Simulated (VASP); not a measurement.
# Ir4Pt3 in VASP: further runs

Runs on Ir4Pt3. Level: PBE. Tasks: single point.

All numbers are computed with VASP 6.6.1; they aren't measurements. Logs are shortened: lines on timing, memory, paths and dates and some standing lists are left out, and cuts for length are marked.

### 1 The cell of the first run

It takes space group Im-3m (No. 229, cubic). The conventional cell has a = 6.149 Å, b = 6.149 Å, c = 6.149 Å, α = 90.00°, β = 90.00°, γ = 90.00°. Within 3.5 Å of Ir (site symmetry -3m) lie 6 Pt at 2.66 Å and 6 Ir at 3.07 Å. Within 3.5 Å of Pt (site symmetry 4/mmm) lie 8 Ir at 2.66 Å and 4 Pt at 3.07 Å.

### 2 Single point, PBE

The input, INCAR:

```
SYSTEM = Ir4Pt3
  PREC = Accurate
  ENCUT = 520
  EDIFF = 1E-6
  ISMEAR = 0
  SIGMA = 0.1
  LREAL = .FALSE.
  LASPH = .TRUE.
  NELM = 80
  ALGO = Fast
  ISIF = 2
  LWAVE = .FALSE.
  LCHARG = .TRUE.
  GGA = PE
  LELF = .TRUE.
  LVHAR = .TRUE.
  NBANDS = 42
```

The input, KPOINTS:

```
Automatic mesh
0
G
  8 8 8
  0 0 0
```

The input, POSCAR:

```
Ir4Pt3
1.0
   -3.0746183637      3.0746183637      3.0746183637
    3.0746183637     -3.0746183637      3.0746183637
    3.0746183637      3.0746183637     -3.0746183637
Ir Pt
4 3
Direct
    0.5000000000      0.5000000000      0.5000000000
    0.0000000000      0.0000000000      0.5000000000
    0.0000000000      0.5000000000      0.0000000000
    0.5000000000      0.0000000000      0.0000000000
    0.0000000000      0.5000000000      0.5000000000
    0.5000000000      0.0000000000      0.5000000000
    0.5000000000      0.5000000000      0.0000000000
```

Potentials or basis: VASP PAW PBE potentials, release 64 (Ir, Pt).

On the command line:

```bash
$ cat potpaw_PBE.64/Ir/POTCAR potpaw_PBE.64/Pt/POTCAR > POTCAR
$ mpirun -np 1 vasp_std > vasp.out
```

OUTCAR:

```text
SYSTEM = Ir4Pt3
   PREC = Accurate
   ENCUT = 520
   EDIFF = 1E-6
   ISMEAR = 0
   LREAL = .FALSE.
   LASPH = .TRUE.
   NELM = 80
   ISIF = 2
   GGA = PE

 ion  position               nearest neighbor table
   1  0.500  0.500  0.500-   5 2.66   6 2.66   7 2.66   7 2.66   6 2.66   5 2.66   2 3.07   3 3.07
                             4 3.07   4 3.07   3 3.07   2 3.07
   2  0.000  0.000  0.500-   5 2.66   6 2.66   7 2.66   5 2.66   6 2.66   7 2.66   1 3.07   3 3.07
                             3 3.07   4 3.07   1 3.07   4 3.07
   3  0.000  0.500  0.000-   5 2.66   6 2.66   7 2.66   5 2.66   7 2.66   6 2.66   1 3.07   2 3.07
                             2 3.07   1 3.07   4 3.07   4 3.07
   4  0.500  0.000  0.000-   5 2.66   6 2.66   7 2.66   6 2.66   7 2.66   5 2.66   1 3.07   2 3.07
                             1 3.07   2 3.07   3 3.07   3 3.07
   5  0.000  0.500  0.500-   1 2.66   2 2.66   3 2.66   4 2.66   3 2.66   2 2.66   1 2.66   4 2.66
                             6 3.07   7 3.07   6 3.07   7 3.07
   6  0.500  0.000  0.500-   1 2.66   2 2.66   3 2.66   4 2.66   4 2.66   1 2.66   2 2.66   3 2.66
                             7 3.07   5 3.07   5 3.07   7 3.07
   7  0.500  0.500  0.000-   1 2.66   2 2.66   3 2.66   4 2.66   1 2.66   4 2.66   3 2.66   2 2.66
                             6 3.07   5 3.07   5 3.07   6 3.07

  LATTYP: Found a body centered cubic cell.
 ALAT       =     6.1492367274

  Lattice vectors:

 A1 = (  -3.0746183637,   3.0746183637,   3.0746183637)
 A2 = (   3.0746183637,  -3.0746183637,   3.0746183637)
 A3 = (   3.0746183637,   3.0746183637,  -3.0746183637)

Analysis of symmetry for initial positions (statically):
=====================================================================
 Subroutine PRICEL returns:
 Original cell was already a primitive cell.

 Routine SETGRP: Setting up the symmetry group for a
 body centered cubic supercell.

 Subroutine GETGRP returns: Found 48 space group operations
 (whereof 48 operations were pure point group operations)
 out of a pool of 48 trial point group operations.

The static configuration has the point symmetry O_h .

Analysis of symmetry for dynamics (positions and initial velocities):
=====================================================================
 Subroutine PRICEL returns:
 Original cell was already a primitive cell.

 Routine SETGRP: Setting up the symmetry group for a
 body centered cubic supercell.

 Subroutine GETGRP returns: Found 48 space group operations
 (whereof 48 operations were pure point group operations)
 out of a pool of 48 trial point group operations.

The dynamic configuration has the point symmetry O_h .

 Subroutine INISYM returns: Found 48 space group operations
 (whereof 48 operations are pure point group operations),
 and found     1 'primitive' translations

----------------------------------------------------------------------------------------

                                     Primitive cell

  volume of cell :     116.2609

  direct lattice vectors                    reciprocal lattice vectors
    -3.074618364  3.074618364  3.074618364     0.000000000  0.162621809  0.162621809
     3.074618364 -3.074618364  3.074618364     0.162621809  0.000000000  0.162621809
     3.074618364  3.074618364 -3.074618364     0.162621809  0.162621809  0.000000000

  length of vectors
     5.325395220  5.325395220  5.325395220     0.229981968  0.229981968  0.229981968

  position of ions in fractional coordinates (direct lattice)
     0.500000000  0.500000000  0.500000000
     0.000000000  0.000000000  0.500000000
     0.000000000  0.500000000  0.000000000
     0.500000000  0.000000000  0.000000000
     0.000000000  0.500000000  0.500000000
     0.500000000  0.000000000  0.500000000
     0.500000000  0.500000000  0.000000000

  ion indices of the primitive-cell ions
   primitive index   ion index
                 1           1
                 2           2
                 3           3
                 4           4
                 5           5
                 6           6
                 7           7

----------------------------------------------------------------------------------------

 KPOINTS: Automatic mesh

Automatic generation of k-mesh.
 Grid dimensions read from file:
 generate k-points for:    8    8    8

 Generating k-lattice:

  Cartesian coordinates                     Fractional coordinates (reciprocal lattice)
     0.000000000  0.020327726  0.020327726     0.125000000  0.000000000  0.000000000
     0.020327726  0.000000000  0.020327726     0.000000000  0.125000000  0.000000000
     0.020327726  0.020327726  0.000000000     0.000000000  0.000000000  0.125000000

  Length of vectors
     0.028747746  0.028747746  0.028747746

  Shift w.r.t. Gamma in fractional coordinates (k-lattice)
     0.000000000  0.000000000  0.000000000

 Subroutine IBZKPT returns following result:
 ===========================================

 Found     29 irreducible k-points:

 Following reciprocal coordinates:
            Coordinates               Weight
  0.000000  0.000000  0.000000      1.000000
  0.125000  0.000000  0.000000     12.000000
  0.250000  0.000000  0.000000     12.000000
  0.375000  0.000000  0.000000     12.000000
  0.500000  0.000000  0.000000      6.000000
  0.125000  0.125000  0.000000     24.000000
[... 16 lines left out ...]
 -0.250000  0.250000  0.250000      6.000000
 -0.375000  0.375000  0.250000     24.000000
 [... further k-points ...]
   k-points           NKPTS =     29   k-points in BZ     NKDIM =     29   number of bands    NBANDS=     42
   number of dos      NEDOS =    301   number of ions     NIONS =      7
   total plane-waves  NPLWV =  64000
   dimension x,y,z NGX =    40 NGY =   40 NGZ =   40
   dimension x,y,z NGXF=    80 NGYF=   80 NGZF=   80
   ions per type =               4   3
   NGX,Y,Z   is equivalent  to a cutoff of  12.49, 12.49, 12.49 a.u.
   NGXF,Y,Z  is equivalent  to a cutoff of  24.97, 24.97, 24.97 a.u.
 SYSTEM =  Ir4Pt3
   PREC   = accura    normal or accurate (medium, high low for compatibility)
   ISTART =      0    job   : 0-new  1-cont  2-samecut
   ICHARG =      2    charge: 1-file 2-atom 10-const
   ISPIN  =      1    spin polarized calculation?
   LNONCOLLINEAR =      F non collinear calculations
   LSORBIT =      F    spin-orbit coupling
   LASPH  =      T    aspherical Exc in radial PAW
   ENCUT  =  520.0 eV  38.22 Ry    6.18 a.u.   9.90  9.90  9.90*2*pi/ulx,y,z
   NELM   =     80;   NELMIN=  2; NELMDL= -5     # of ELM steps
   EDIFF  = 0.1E-05   stopping-criterion for ELM
   LREAL  =      F    real-space projection
   EDIFFG = 0.1E-04   stopping-criterion for IOM
   NSW    =      0    number of steps for IOM
   IBRION =     -1    ionic relax: 0-MD 1-quasi-New 2-CG
   NFREE  =      0    steps in history (QN), initial steepest desc. (CG)
   ISIF   =      2    stress and relaxation
   ISYM   =      2    0-nonsym 1-usesym 2-fastsym
   POTIM  = 0.5000    time-step for ionic-motion
   TEBEG  =    0.0;   TEEND  =   0.0 temperature during run
   PSTRESS=    0.0 pullay stress
   NELECT =      66.0000    total number of electrons
   NUPDOWN=      -1.0000    fix difference up-down
   EMIN   =  10.00;   EMAX   =-10.00  energy-range for DOS
   EFERMI =   0.00;   METHOD = LEGACY
   ISMEAR =     0;   SIGMA  =   0.10  broadening in eV -4-tet -1-fermi 0-gaus
   EFERMI_NEDOS =   21; number of points for ismear=-14 and -15
   IALGO  =     68    algorithm
   IMIX   =      4    mixing-type and parameters
     AMIX     =   0.40;   BMIX     =  1.00
     AMIX_MAG =   1.60;   BMIX_MAG =  1.00
  volume/ion in A,a.u.               =      16.61       112.08
  Fermi-wavevector in a.u.,A,eV,Ry     =   1.355538  2.561595 25.000466  1.837482
  Thomas-Fermi vector in A             =   2.482617
   LORBIT       =      0    0 simple, 1 ext, 2 COOP (PROOUT), +10 PAW based schemes
   GGA     = PE    functional components
   LHFCALC =     F    Hartree Fock is set to
   AEXX    =    0.0000 exact exchange contribution
   IVDW    =     0    specifies the selected vdW correction
   LEPSILON=     F    determine dielectric tensor
   LRPA    =     F    only Hartree local field effects (RPA)
 non-spin polarized calculation
 RMM-DIIS sequential band-by-band and
 Gauss-broadening in eV      SIGMA  =   0.10
  energy-cutoff  :      520.00
  volume of cell :      116.26
 maximum number of plane-waves:      3162
   NGX = 19   NGY = 19   NGZ = 19

 number of electron      66.0000007 magnetization

 Free energy of the ion-electron system (eV)
  ---------------------------------------------------
  ext. energy  EPLUGINS =         0.00000000
  ---------------------------------------------------
  free energy    TOTEN  =       -49.57257756 eV

  energy without entropy =      -49.53208589  energy(sigma->0) =      -49.55233172

 E-fermi :   8.4128     XC(G=0): -12.8235

 val. band max:        8.4070355240   @ k =   0.2500   0.2500   0.0000
 cond. band min:       8.4161061677   @ k =   0.5000   0.5000   0.2500
 fundamental gap:      0.0090706436
 Fermi energy:         8.4128099328

 k-point     1 :       0.0000    0.0000    0.0000
  band No.  band energies     occupation
      1      -1.2593      2.00000
      2       1.2595      2.00000
      3       1.2595      2.00000
      4       1.5473      2.00000
      5       1.5473      2.00000
      6       1.5473      2.00000
[... 34 lines left out ...]
     41      10.3015      0.00000
     42      10.3015      0.00000

 k-point     2 :       0.1250    0.0000    0.0000
  band No.  band energies     occupation
      1      -1.0918      2.00000
      2       1.3500      2.00000
      3       1.3814      2.00000
      4       1.6323      2.00000
      5       1.6427      2.00000
      6       1.6808      2.00000
[... 34 lines left out ...]
     41      11.1182      0.00000
     42      11.1548      0.00000

 k-point     3 :       0.2500    0.0000    0.0000
  band No.  band energies     occupation
      1      -0.6144      2.00000
      2       1.4994      2.00000
      3       1.7288      2.00000
      4       1.8926      2.00000
      5       1.9127      2.00000
      6       2.0642      2.00000
[... 34 lines left out ...]
     41      11.9569      0.00000
     42      12.0528      0.00000

 k-point     4 :       0.3750    0.0000    0.0000
  band No.  band energies     occupation
      1       0.0722      2.00000
      2       1.4703      2.00000
      3       2.1763      2.00000
      4       2.2114      2.00000
      5       2.3033      2.00000
      6       2.6203      2.00000
[... 844 lines left out ...]
     41      15.2865      0.00000
     42      15.2865      0.00000

 k-point    23 :      -0.2500    0.2500    0.2500
  band No.  band energies     occupation
      1       0.0131      2.00000
      2       1.9100      2.00000
      3       2.1294      2.00000
      4       2.1294      2.00000
      5       2.1913      2.00000
      6       2.6121      2.00000
[... 34 lines left out ...]
     41      13.0363      0.00000
     42      14.0432      0.00000

 k-point    24 :      -0.3750    0.3750    0.2500
  band No.  band energies     occupation
      1       0.6874      2.00000
      2       1.9890      2.00000
      3       2.3955      2.00000
      4       2.4508      2.00000
      5       2.6388      2.00000
      6       3.0813      2.00000
[... 34 lines left out ...]
     41      12.0284      0.00000
     42      14.2088      0.00000

 [... further k-points ...]
[... 5 lines left out ...]
  --------------------------------------------------------------------------------------
  -------------------------------------------------------------------------------------
  Total       -0.1262153     -0.1262153     -0.1262153     -0.0000000      0.0000000     -0.0000000
  in kB       -1.7393575     -1.7393575     -1.7393575     -0.0000000      0.0000000     -0.0000000
  external PRESSURE =      -1.7393575 kB  Pullay stress =       0.0000000 kB

 VOLUME and BASIS-vectors are now :
 -----------------------------------------------------------------------------
  energy-cutoff  :      520.00
  volume of cell :      116.26
      direct lattice vectors                 reciprocal lattice vectors
    -3.074618364  3.074618364  3.074618364     0.000000000  0.162621809  0.162621809
     3.074618364 -3.074618364  3.074618364     0.162621809  0.000000000  0.162621809
     3.074618364  3.074618364 -3.074618364     0.162621809  0.162621809  0.000000000

 POSITION                                       TOTAL-FORCE (eV/Angst)
 -----------------------------------------------------------------------------------
      1.53731      1.53731      1.53731        -0.000000      0.000000     -0.000000
      1.53731      1.53731     -1.53731         0.000000     -0.000000      0.000000
      1.53731     -1.53731      1.53731        -0.000000     -0.000000     -0.000000
     -1.53731      1.53731      1.53731         0.000000     -0.000000     -0.000000
      3.07462      0.00000      0.00000        -0.000000      0.000000      0.000000
      0.00000      3.07462      0.00000         0.000000      0.000000      0.000000
      0.00000      0.00000      3.07462         0.000000      0.000000     -0.000000
 -----------------------------------------------------------------------------------
    total drift:                                0.000000     -0.000000      0.000000

  FREE ENERGIE OF THE ION-ELECTRON SYSTEM (eV)
  ---------------------------------------------------
  free  energy   TOTEN  =       -49.5725775594 eV

  energy  without entropy=      -49.5320858875  energy(sigma->0) =      -49.55233172
```

Run time: 5.1 min. Hardware: 1 thread of Intel Xeon 6975P-C, shared host; peak memory 0.31 GiB.

What came out:

| Item | Value |
| --- | --- |
| Free energy | -49.5726 eV |
| Pressure | -0.2 GPa |
| Band gap on the k mesh | zero (band 33 reaches 9.14 eV, above the bottom of band 34 at 7.97 eV) |

Levels at points of the mesh, in eV from the Fermi level:
| k point | band 31 | band 32 | band 33 | band 34 | band 35 | band 36 | band 37 | band 38 |
| --- | --- | --- | --- | --- | --- | --- | --- | --- |
| (0.00, 0.00, 0.00) | 0.38 | 0.38 | 0.38 | 1.46 | 1.46 | 1.46 | 1.60 | 1.60 |
| (0.50, 0.00, 0.00) | -0.70 | -0.68 | -0.63 | -0.45 | 0.40 | 0.77 | 1.56 | 3.01 |
| (0.50, 0.50, 0.50) | -1.00 | -1.00 | -0.41 | -0.41 | -0.33 | 0.49 | 0.49 | 1.12 |

Caveat: spin-orbit coupling is left out, which moves the levels of the heavy elements.

(Continued in part 2 of 3.)
